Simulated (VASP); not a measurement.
# ZnO (Pm-3m) in VASP: a series of runs

ZnO is run at these levels: PBE, PBEsol, LDA, r2SCAN, HSE06; tasks: relaxation of cell and atoms, single point.

All numbers are computed with VASP 6.6.1; they aren't measurements. Logs are shortened: lines on timing, memory, paths and dates and some standing lists are left out, and cuts for length are marked.

**1. The cell of the first run**

The structure is cubic, space group Pm-3m (No. 221). The conventional cell has a = 2.243 Å, b = 2.243 Å, c = 2.243 Å, α = 90.00°, β = 90.00°, γ = 90.00°. Within 2.6 Å of Zn (site symmetry m-3m) lie 8 O at 1.94 Å and 6 Zn at 2.24 Å. O (site symmetry m-3m) has 8 Zn at 1.94 Å and 6 O at 2.24 Å within 2.6 Å.

**2. Relaxation of cell and atoms, PBE**

File INCAR:

```
PREC = Accurate ; ENCUT = 600
EDIFF = 1E-6 ; ISMEAR = -1
SIGMA = 0.02 ; LREAL = F
LASPH = T ; NELM = 80
ALGO = Normal ; ISIF = 3
LWAVE = F ; LCHARG = F
GGA = PE ; IBRION = 2
NSW = 80 ; EDIFFG = -0.005
```

File KPOINTS:

```
regular mesh
0
Gamma
  10 10 10
```

File POSCAR:

```
ZnO
1.0
    2.2428406736      0.0000000000      0.0000000000
    0.0000000000      2.2428406736      0.0000000000
    0.0000000000      0.0000000000      2.2428406736
Zn O
1 1
Direct
    0.0000000000      0.0000000000      0.0000000000
    0.5000000000      0.5000000000      0.5000000000
```

Potentials or basis: VASP PAW PBE potentials, release 64 (Zn, O).

Command:

```sh
$ cat potpaw_PBE.64/Zn/POTCAR potpaw_PBE.64/O/POTCAR > POTCAR
$ mpirun -np 1 vasp_std > vasp.out
```

OUTCAR:

```text
PREC = Accurate
   ENCUT = 600
   EDIFF = 1E-6
   ISMEAR = -1
   LREAL = F
   LASPH = T
   NELM = 80
   ISIF = 3
   GGA = PE
   IBRION = 2
   NSW = 80
   EDIFFG = -0.005

 ion  position               nearest neighbor table
   1  0.000  0.000  0.000-   2 1.94   2 1.94   2 1.94   2 1.94   2 1.94   2 1.94   2 1.94   2 1.94

   2  0.500  0.500  0.500-   1 1.94   1 1.94   1 1.94   1 1.94   1 1.94   1 1.94   1 1.94   1 1.94

  LATTYP: Found a simple cubic cell.
 ALAT       =     2.2428406736

  Lattice vectors:

 A1 = (   2.2428406736,   0.0000000000,   0.0000000000)
 A2 = (   0.0000000000,   2.2428406736,   0.0000000000)
 A3 = (   0.0000000000,   0.0000000000,   2.2428406736)

Analysis of symmetry for initial positions (statically):
=====================================================================
 Subroutine PRICEL returns:
 Original cell was already a primitive cell.

 Routine SETGRP: Setting up the symmetry group for a
 simple cubic supercell.

 Subroutine GETGRP returns: Found 48 space group operations
 (whereof 48 operations were pure point group operations)
 out of a pool of 48 trial point group operations.

The static configuration has the point symmetry O_h .

Analysis of symmetry for dynamics (positions and initial velocities):
=====================================================================
 Subroutine PRICEL returns:
 Original cell was already a primitive cell.

 Routine SETGRP: Setting up the symmetry group for a
 simple cubic supercell.

 Subroutine GETGRP returns: Found 48 space group operations
 (whereof 48 operations were pure point group operations)
 out of a pool of 48 trial point group operations.

The dynamic configuration has the point symmetry O_h .

 Subroutine INISYM returns: Found 48 space group operations
 (whereof 48 operations are pure point group operations),
 and found     1 'primitive' translations

----------------------------------------------------------------------------------------

                                     Primitive cell

  volume of cell :      11.2822

  direct lattice vectors                    reciprocal lattice vectors
     2.242840674  0.000000000  0.000000000     0.445863147  0.000000000  0.000000000
     0.000000000  2.242840674  0.000000000     0.000000000  0.445863147  0.000000000
     0.000000000  0.000000000  2.242840674     0.000000000  0.000000000  0.445863147

  length of vectors
     2.242840674  2.242840674  2.242840674     0.445863147  0.445863147  0.445863147

  position of ions in fractional coordinates (direct lattice)
     0.000000000  0.000000000  0.000000000
     0.500000000  0.500000000  0.500000000

  ion indices of the primitive-cell ions
   primitive index   ion index
                 1           1
                 2           2

----------------------------------------------------------------------------------------

 KPOINTS: regular mesh

Automatic generation of k-mesh.
 Grid dimensions read from file:
 generate k-points for:   10   10   10

 Generating k-lattice:

  Cartesian coordinates                     Fractional coordinates (reciprocal lattice)
     0.044586315  0.000000000  0.000000000     0.100000000  0.000000000  0.000000000
     0.000000000  0.044586315  0.000000000     0.000000000  0.100000000  0.000000000
     0.000000000  0.000000000  0.044586315     0.000000000  0.000000000  0.100000000

  Length of vectors
     0.044586315  0.044586315  0.044586315

  Shift w.r.t. Gamma in fractional coordinates (k-lattice)
     0.000000000  0.000000000  0.000000000

 Subroutine IBZKPT returns following result:
 ===========================================

 Found     56 irreducible k-points:

 Following reciprocal coordinates:
            Coordinates               Weight
  0.000000  0.000000  0.000000      1.000000
  0.100000  0.000000  0.000000      6.000000
  0.200000  0.000000  0.000000      6.000000
  0.300000  0.000000  0.000000      6.000000
  0.400000  0.000000  0.000000      6.000000
  0.500000  0.000000  0.000000      3.000000
[... 16 lines left out ...]
  0.200000  0.100000  0.100000     24.000000
  0.300000  0.100000  0.100000     24.000000
 [... further k-points ...]
   k-points           NKPTS =     56   k-points in BZ     NKDIM =     56   number of bands    NBANDS=     13
   number of dos      NEDOS =    301   number of ions     NIONS =      2
   total plane-waves  NPLWV =   5832
   dimension x,y,z NGX =    18 NGY =   18 NGZ =   18
   dimension x,y,z NGXF=    36 NGYF=   36 NGZF=   36
   ions per type =               1   1
   NGX,Y,Z   is equivalent  to a cutoff of  13.34, 13.34, 13.34 a.u.
   NGXF,Y,Z  is equivalent  to a cutoff of  26.68, 26.68, 26.68 a.u.
 SYSTEM =  unknown system
   PREC   = accura    normal or accurate (medium, high low for compatibility)
   ISTART =      0    job   : 0-new  1-cont  2-samecut
   ICHARG =      2    charge: 1-file 2-atom 10-const
   ISPIN  =      1    spin polarized calculation?
   LNONCOLLINEAR =      F non collinear calculations
   LSORBIT =      F    spin-orbit coupling
   LASPH  =      T    aspherical Exc in radial PAW
   ENCUT  =  600.0 eV  44.10 Ry    6.64 a.u.   4.48  4.48  4.48*2*pi/ulx,y,z
   NELM   =     80;   NELMIN=  2; NELMDL= -5     # of ELM steps
   EDIFF  = 0.1E-05   stopping-criterion for ELM
   LREAL  =      F    real-space projection
   EDIFFG = -.5E-02   stopping-criterion for IOM
   NSW    =     80    number of steps for IOM
   IBRION =      2    ionic relax: 0-MD 1-quasi-New 2-CG
   NFREE  =      1    steps in history (QN), initial steepest desc. (CG)
   ISIF   =      3    stress and relaxation
   ISYM   =      2    0-nonsym 1-usesym 2-fastsym
   POTIM  = 0.5000    time-step for ionic-motion
   TEBEG  =    0.0;   TEEND  =   0.0 temperature during run
   PSTRESS=    0.0 pullay stress
   NELECT =      18.0000    total number of electrons
   NUPDOWN=      -1.0000    fix difference up-down
   EMIN   =  10.00;   EMAX   =-10.00  energy-range for DOS
   EFERMI =   0.00;   METHOD = LEGACY
   ISMEAR =    -1;   SIGMA  =   0.02  broadening in eV -4-tet -1-fermi 0-gaus
   EFERMI_NEDOS =   21; number of points for ismear=-14 and -15
   IALGO  =     38    algorithm
   IMIX   =      4    mixing-type and parameters
     AMIX     =   0.40;   BMIX     =  1.00
     AMIX_MAG =   1.60;   BMIX_MAG =  1.00
  volume/ion in A,a.u.               =       5.64        38.07
  Fermi-wavevector in a.u.,A,eV,Ry     =   1.912937  3.614926 49.788159  3.659326
  Thomas-Fermi vector in A             =   2.949200
   LORBIT       =      0    0 simple, 1 ext, 2 COOP (PROOUT), +10 PAW based schemes
   GGA     = PE    functional components
   LHFCALC =     F    Hartree Fock is set to
   AEXX    =    0.0000 exact exchange contribution
   IVDW    =     0    specifies the selected vdW correction
   LEPSILON=     F    determine dielectric tensor
   LRPA    =     F    only Hartree local field effects (RPA)
 conjugate gradient relaxation of ions
 non-spin polarized calculation
  energy-cutoff  :      600.00
  volume of cell :       11.28
 maximum number of plane-waves:       391
 NGX is ok and might be reduce to    18
   NGX =  9   NGY =  9   NGZ =  9

--------------------------------------- Ionic step        1  -------------------------------------------

 number of electron      18.0000018 magnetization

 Free energy of the ion-electron system (eV)
  ---------------------------------------------------
  ext. energy  EPLUGINS =         0.00000000
  ---------------------------------------------------
  free energy    TOTEN  =        -2.71644383 eV

  energy without entropy =       -2.71644383  energy(sigma->0) =       -2.71644383

 E-fermi :  10.6447     XC(G=0): -15.9152

 val. band max:       10.2247552371   @ k =   0.5000   0.0000   0.0000
 cond. band min:      13.8869355562   @ k =   0.0000   0.0000   0.0000
 fundamental gap:      3.6621803191
 Fermi energy:        10.6447144242

 k-point     1 :       0.0000    0.0000    0.0000
  band No.  band energies     occupation
      1     -14.8614      2.00000
      2       0.9193      2.00000
      3       0.9193      2.00000
      4       4.0094      2.00000
      5       4.0094      2.00000
      6       4.0094      2.00000
      7       6.9968      2.00000
      8       6.9968      2.00000
      9       6.9968      2.00000
     10      13.8869      0.00000
     11      27.0048      0.00000
     12      27.0048      0.00000
     13      36.5039      0.00000
[... 999 lines left out ...]
 POSITION                                       TOTAL-FORCE (eV/Angst)
 -----------------------------------------------------------------------------------
      2.67081      2.67081      2.67081        -0.000000     -0.000000      0.000000
      1.33540      1.33540      1.33540         0.000000      0.000000      0.000000
 -----------------------------------------------------------------------------------
    total drift:                                0.000000     -0.000000      0.000000

  FREE ENERGIE OF THE ION-ELECTRON SYSTEM (eV)
  ---------------------------------------------------
  free  energy   TOTEN  =        -7.4388257292 eV

  energy  without entropy=       -7.4386613165  energy(sigma->0) =       -7.43874352

--------------------------------------- Ionic step        8  -------------------------------------------

 number of electron      17.9999941 magnetization

 Free energy of the ion-electron system (eV)
  ---------------------------------------------------
  ext. energy  EPLUGINS =         0.00000000
  ---------------------------------------------------
  free energy    TOTEN  =        -7.43898857 eV

  energy without entropy =       -7.43882345  energy(sigma->0) =       -7.43890601

 E-fermi :   3.3192     XC(G=0): -12.5908

 val. band max:        3.2714644411   @ k =   0.5000   0.0000   0.0000
 cond. band min:       3.7397184622   @ k =   0.1000   0.0000   0.0000
 fundamental gap:      0.4682540211
 Fermi energy:         3.3191962975

 k-point     1 :       0.0000    0.0000    0.0000
  band No.  band energies     occupation
      1     -15.3170      2.00000
      2      -3.1999      2.00000
      3      -3.1999      2.00000
      4      -2.0742      2.00000
      5      -2.0742      2.00000
      6      -2.0742      2.00000
      7       2.0442      2.00000
      8       2.0442      2.00000
      9       2.0442      2.00000
     10       2.4963      2.00000
     11      17.4849      0.00000
     12      17.4849      0.00000
     13      20.8469      0.00000
[... 390 lines left out ...]
 POSITION                                       TOTAL-FORCE (eV/Angst)
 -----------------------------------------------------------------------------------
      0.00000      0.00000      0.00000        -0.000000      0.000000      0.000000
      1.33705      1.33705      1.33705         0.000000     -0.000000      0.000000
 -----------------------------------------------------------------------------------
    total drift:                                0.000000     -0.000000      0.000000

  FREE ENERGIE OF THE ION-ELECTRON SYSTEM (eV)
  ---------------------------------------------------
  free  energy   TOTEN  =        -7.4389885654 eV

  energy  without entropy=       -7.4388234505  energy(sigma->0) =       -7.43890601

 reached required accuracy - stopping structural energy minimisation
```

Wall time 55 s (1 thread of Intel Xeon Platinum 8488C (Sapphire Rapids), shared host); peak memory 0.13 GiB.

What came out:

* Free energy: -7.4390 eV
* Relaxed volume: 9.56 Å³/atom
* Relaxed cell: a = 2.674 Å, b = 2.674 Å, c = 2.674 Å, α = 90.00°, β = 90.00°, γ = 90.00°
* Space group after relaxing (to 0.05 Å): Pm-3m (No. 221)
* Energy gained by relaxing: 2361.3 meV/atom
* Ionic steps: 8
* Pressure after relaxing: 0.0 GPa
* Band gap on the k mesh: zero (band 9 reaches 3.27 eV, above the bottom of band 10 at 2.50 eV)

Step by step:
```csv
step,energy change (eV),largest force (eV/Å),pressure (GPa),volume (Å³)
1,0.0000,0.0000,309.10,11.28
2,0.6093,0.0000,-59.67,40.02
3,-4.6190,0.0000,-15.99,21.04
4,-4.6987,0.0000,-8.30,20.01
5,-4.7225,0.0000,0.33,19.09
6,-4.7218,0.0000,-1.53,19.28
7,-4.7224,0.0000,0.72,19.05
8,-4.7225,0.0000,0.05,19.12
```

Final structure:
```
Zn O
1.0
     2.67410    0.00000    0.00000
     0.00000    2.67410    0.00000
     0.00000    0.00000    2.67410
Zn O
1 1
Direct
  0.00000 0.00000 0.00000
  0.50000 0.50000 0.50000
```

Levels at points of the mesh, in eV from the Fermi level:
```
           k point  band 7  band 8  band 9  band 10  band 11  band 12
(0.00, 0.00, 0.00)   -1.27   -1.27   -1.27    -0.82    14.17    14.17
(0.50, 0.00, 0.00)   -4.55   -0.05   -0.05     5.09     6.55    15.71
(0.50, 0.50, 0.00)   -4.98   -4.98   -0.21     2.61    10.13    10.13
(0.50, 0.50, 0.50)   -1.45   -1.45   -1.45     5.47     5.47     5.47
```

Caveat: the volume moved by over 15 % at a fixed basis, so the end points are rough.

**3. Relaxation of cell and atoms, PBEsol**

This run uses another cell than the first one, of 9.71 Å³/atom, 1.721 times its volume.

File INCAR:

```
SYSTEM = ZnO
PREC = Accurate ; ENCUT = 600
EDIFF = 1E-6 ; ISMEAR = -1
SIGMA = 0.02 ; LREAL = .FALSE.
LASPH = .TRUE. ; NELM = 80
ALGO = Normal ; ISIF = 3
LWAVE = .FALSE. ; LCHARG = .FALSE.
GGA = PS ; IBRION = 2
NSW = 80 ; EDIFFG = -0.005
```

File KPOINTS:

```
Automatic mesh
0
G
  8 8 8
  0 0 0
```

File POSCAR:

```
ZnO
1.0
    2.6879425181      0.0000000000      0.0000000000
    0.0000000000      2.6879425181      0.0000000000
    0.0000000000      0.0000000000      2.6879425181
Zn O
1 1
Direct
    0.0000000000      0.0000000000      0.0000000000
    0.5000000000      0.5000000000      0.5000000000
```

Potentials or basis: VASP PAW PBE potentials, release 64 (Zn, O).

Command:

```sh
$ cat potpaw_PBE.64/Zn/POTCAR potpaw_PBE.64/O/POTCAR > POTCAR
$ mpirun -np 1 vasp_std > vasp.out
```

Run time: 17 s. Hardware: 1 thread of Intel Xeon Platinum 8488C (Sapphire Rapids), shared host; peak memory 0.15 GiB.

It converged, with:

```
Free energy                            : -8.3637 eV
Relaxed volume                         : 9.29 Å³/atom
Relaxed cell                           : a = 2.649 Å, b = 2.649 Å, c = 2.649 Å, α = 90.00°, β = 90.00°, γ = 90.00°
Space group after relaxing (to 0.05 Å) : Pm-3m (No. 221)
Energy gained by relaxing              : 10.1 meV/atom
Ionic steps                            : 3
Pressure after relaxing                : 0.0 GPa
Band gap on the k mesh                 : zero (band 9 reaches 3.41 eV, above the bottom of band 10 at 2.74 eV)
```

The path:
```tsv
step	energy change (eV)	largest force (eV/Å)	pressure (GPa)	volume (Å³)
1	0.0000	0.0000	-7.39	19.42
2	-0.0153	0.0000	4.17	18.19
3	-0.0202	0.0000	-0.02	18.58
```

Final structure:
```cif
data_structure
_symmetry_space_group_name_H-M 'P 1'
_symmetry_Int_Tables_number 1
_cell_length_a 2.6486
_cell_length_b 2.6486
_cell_length_c 2.6486
_cell_angle_alpha 90.000
_cell_angle_beta 90.000
_cell_angle_gamma 90.000
_cell_volume 18.58
loop_
_atom_site_label
_atom_site_type_symbol
_atom_site_fract_x
_atom_site_fract_y
_atom_site_fract_z
_atom_site_occupancy
Zn1 Zn 0.00000 0.00000 0.00000 1
O1 O 0.50000 0.50000 0.50000 1
```

Levels at points of the mesh, in eV from the Fermi level:
```csv
k point,band 5,band 6,band 7,band 8,band 9,band 10,band 11,band 12,band 13
"(0.00, 0.00, 0.00)",-5.37,-5.37,-1.36,-1.36,-1.36,-0.71,14.14,14.14,17.80
"(0.50, 0.00, 0.00)",-6.05,-5.34,-4.55,-0.04,-0.04,5.13,6.75,15.84,15.84
"(0.50, 0.50, 0.00)",-5.58,-5.24,-5.24,-5.10,-0.24,2.62,10.26,10.26,15.92
"(0.50, 0.50, 0.50)",-5.08,-5.08,-1.45,-1.45,-1.45,5.35,5.35,5.35,9.76
```

Caveat: the PAW data sets were made with another functional, which shifts forces and pressure a little.

**4. Relaxation of cell and atoms, LDA**

This run uses another cell than the first one, of 9.71 Å³/atom, 1.721 times its volume.

File INCAR:

```
SYSTEM = ZnO
  PREC = Accurate
  ENCUT = 600
  EDIFF = 1E-6
  ISMEAR = -1
  SIGMA = 0.02
  LREAL = .FALSE.
  LASPH = .TRUE.
  NELM = 80
  ALGO = Normal
  ISIF = 3
  LWAVE = .FALSE.
  LCHARG = .FALSE.
  IBRION = 2
  NSW = 80
  EDIFFG = -0.005
```

File KPOINTS:

```
regular mesh
0
G
  8 8 8
  0 0 0
```

POSCAR is that of step 3.

Potentials or basis: VASP PAW LDA potentials, release 64 (Zn, O).

Command:

```sh
$ cat potpaw_LDA.64/Zn/POTCAR potpaw_LDA.64/O/POTCAR > POTCAR
$ mpirun -np 1 vasp_std > vasp.out
```

Run time: 21 s. Hardware: 1 thread of Intel Xeon Platinum 8488C (Sapphire Rapids), shared host; peak memory 0.14 GiB.

Results (log left out):

```yaml
Free_energy: -9.1974 eV
Relaxed_volume: 8.96 Å³/atom
Relaxed_cell: a = 2.617 Å, b = 2.617 Å, c = 2.617 Å, α = 90.00°, β = 90.00°, γ = 90.00°
Space_group_after_relaxing_to_0.05_Å: Pm-3m (No. 221)
Energy_gained_by_relaxing: 34.8 meV/atom
Ionic_steps: 5
Pressure_after_relaxing: 0.0 GPa
Band_gap_on_the_k_mesh: zero (band 9 reaches 3.68 eV, above the bottom of band 10 at 3.26 eV)
```

Step by step:
| step | energy change (eV) | largest force (eV/Å) | pressure (GPa) | volume (Å³) |
| --- | --- | --- | --- | --- |
| 1 | 0.0000 | 0.0000 | -13.68 | 19.42 |
| 2 | -0.0490 | 0.0000 | 9.44 | 17.18 |
| 3 | -0.0696 | 0.0000 | -0.22 | 17.91 |
| 4 | -0.0696 | 0.0000 | 0.26 | 17.88 |
| 5 | -0.0696 | 0.0000 | -0.04 | 17.92 |

Final structure:
```
CELL_PARAMETERS angstrom
2.61687 0.00000 0.00000
0.00000 2.61687 0.00000
0.00000 0.00000 2.61687
ATOMIC_POSITIONS crystal
Zn 0.00000 0.00000 0.00000
O 0.50000 0.50000 0.50000
```

Levels at points of the mesh, in eV from the Fermi level:
| k point | band 6 | band 7 | band 8 | band 9 | band 10 | band 11 | band 12 | band 13 |
| --- | --- | --- | --- | --- | --- | --- | --- | --- |
| (0.00, 0.00, 0.00) | -5.51 | -1.44 | -1.44 | -1.44 | -0.46 | 14.35 | 14.35 | 18.14 |
| (0.50, 0.00, 0.00) | -5.47 | -4.66 | -0.04 | -0.04 | 5.35 | 6.97 | 16.04 | 16.04 |
| (0.50, 0.50, 0.00) | -5.49 | -5.49 | -5.22 | -0.27 | 2.64 | 10.47 | 10.47 | 16.34 |
| (0.50, 0.50, 0.50) | -5.20 | -1.47 | -1.47 | -1.47 | 5.32 | 5.32 | 5.32 | 10.04 |

[end of part 1 of 2]
